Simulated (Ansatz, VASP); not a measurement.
## One calculation of MnO, two programs

```
CELL_PARAMETERS angstrom
0.00000 2.22300 2.22300
2.22300 0.00000 2.22300
2.22300 2.22300 0.00000
ATOMIC_POSITIONS crystal
Mn 0.00000 0.00000 0.00000
O 0.50000 0.50000 0.50000
```

Alike in both runs: task single point; functional PBE; k mesh 5 × 5 × 5; occupations gaussian, width 0.05 eV; collinear spin; Hubbard terms Mn d U = 3.9 eV.

```csv
,VASP,Ansatz
version,VASP 6.6.1,Ansatz 0.2.0
potentials or method,"VASP PAW PBE potentials, release 64 (Mn_sv, O), cutoff 600 eV","scalar-relativistic, plane waves, PAW"
valence electrons in the cell,21,21
```

VASP gave:

```
gap on the k mesh at the Fermi level (eV)                     : 0.34
least direct gap on the mesh (eV)                             : 2.72
pressure (GPa)                                                : 5.0
net moment per atom (μB)                                      : 2.50
size of the moment on the site where the two differ most (μB) : 4.49
```

Problem. Which values does Ansatz return?

Solution. gap on the k mesh at the Fermi level (eV): 0.31; least direct gap on the mesh (eV): 2.58; pressure (GPa): 9.3; net moment per atom (μB): 2.50; size of the moment on the site where the two differ most (μB): 4.28.

Site moments also hang on the region over which each program counts them. The programs project onto different local orbitals, so the same U acts differently, and such runs can settle in different states.

The k mesh is coarse, so the values compare programs but aren't converged.
